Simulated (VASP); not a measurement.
A run of VASP 6.6.1 is set up as follows.

Contents of INCAR:

```
PREC     = Accurate       # precision mode
ENCUT    = 520            # plane-wave cutoff, eV
EDIFF    = 1E-6           # SCF threshold, eV
ISMEAR   = 0              # smearing method
SIGMA    = 0.1            # smearing width, eV
LREAL    = F              # projectors in reciprocal space
LASPH    = T              # aspherical terms in the spheres
NELM     = 80             # most SCF steps
ALGO     = Normal         # electronic algorithm
ISIF     = 2              # what is computed and relaxed
LWAVE    = F              # write WAVECAR
LCHARG   = F              # write CHGCAR
GGA      = PE             # functional
NBANDS   = 24             # bands
```

File KPOINTS:

```
Automatic mesh
0
Gamma
  10 10 10
```

The input POSCAR:

```
Cs3S
1.0
    5.6808508764      0.0000000000      0.0000000000
    0.0000000000      5.6808508764      0.0000000000
    0.0000000000      0.0000000000      5.6808508764
Cs S
3 1
Direct
    0.0000000000      0.5000000000      0.5000000000
    0.5000000000      0.0000000000      0.5000000000
    0.5000000000      0.5000000000      0.0000000000
    0.0000000000      0.0000000000      0.0000000000
```

Potentials or basis: VASP PAW PBE potentials, release 64 (Cs_sv, S).

Run with:

```bash
$ cat potpaw_PBE.64/Cs_sv/POTCAR potpaw_PBE.64/S/POTCAR > POTCAR
$ mpirun -np 1 vasp_std > vasp.out
```

Problem. What does it give for the band gap on the k mesh?

Solution. Zero (an odd number of electrons rules out a gap without spin polarisation).

Problem. Estimate the pressure.

Solution. 0.1 GPa.

Caveat: spin-orbit coupling is left out, which moves the levels of the heavy elements.
